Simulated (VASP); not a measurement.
Input of a VASP 6.6.1 run:

The input INCAR:

```
SYSTEM = NiO
PREC     = Accurate       ! precision mode
ENCUT    = 520            ! plane-wave cutoff, eV
EDIFF    = 1E-6           ! SCF threshold, eV
ISMEAR   = 0              ! smearing method
SIGMA    = 0.05           ! smearing width, eV
LREAL    = .FALSE.        ! projectors in reciprocal space
LASPH    = .TRUE.         ! aspherical terms in the spheres
NELM     = 150            ! most SCF steps
ALGO     = Normal         ! electronic algorithm
ISIF     = 2              ! what is computed and relaxed
LWAVE    = .FALSE.        ! write WAVECAR
LCHARG   = .TRUE.         ! write CHGCAR
ISPIN    = 2              ! spin polarisation
MAGMOM   = 1.9 0.22       ! initial moments
LORBIT   = 11             ! projections on sites
LMAXMIX  = 4              ! l up to which the mixer works
LDAU     = .TRUE.         ! DFT+U
LDAUTYPE = 2            
LDAUL    = 2 -1           ! shell
LDAUU    = 6.2 0          ! U, eV
LDAUJ    = 0 0          
LDAUPRINT= 1            
GGA      = PE             ! functional
LELF     = .TRUE.         ! ELF
LVHAR    = .TRUE.       
NBANDS   = 19             ! bands
```

Contents of KPOINTS:

```
regular mesh
0
G
  10 10 10
  0 0 0
```

File POSCAR:

```
NiO
1.0
    1.4899188549      0.8602050520      2.4322122159
   -1.4899188549      0.8602050520      2.4322122159
    0.0000000000     -1.7204101039      2.4322122159
Ni O
1 1
Direct
    1.0000000000      0.0000000000      0.0000000000
    0.5000000000      0.5000000000      0.5000000000
```

Potentials or basis: VASP PAW PBE potentials, release 64 (Ni, O).

The run is started by

```console
$ cat potpaw_PBE.64/Ni/POTCAR potpaw_PBE.64/O/POTCAR > POTCAR
$ mpirun -np 1 vasp_std > vasp.out
```

**Question.** Predict the net moment.

**Answer.** 2.00 μB per cell.

**Question.** Predict the band gap on the k mesh.

**Answer.** 2.57 eV, indirect (least direct gap 3.16 eV).

**Question.** What does it give for the site moments?

**Answer.** Ni +1.82; O +0.17 μB.

**Question.** Predict the pressure.

**Answer.** -2.1 GPa.

Eigenvalues of the final occupation matrices:
| site | spin | trace | eigenvalues |
| --- | --- | --- | --- |
| site 1 d | 1 | 5.02 | 0.98 0.98 0.98 1.03 1.03 |
| site 1 d | 2 | 3.21 | 0.13 0.13 0.98 0.98 0.98 |

Caveat: a cell with one magnetic atom can't hold antiferromagnetic order, which such compounds often take. The state reached can hang on the start; a lower one may exist.
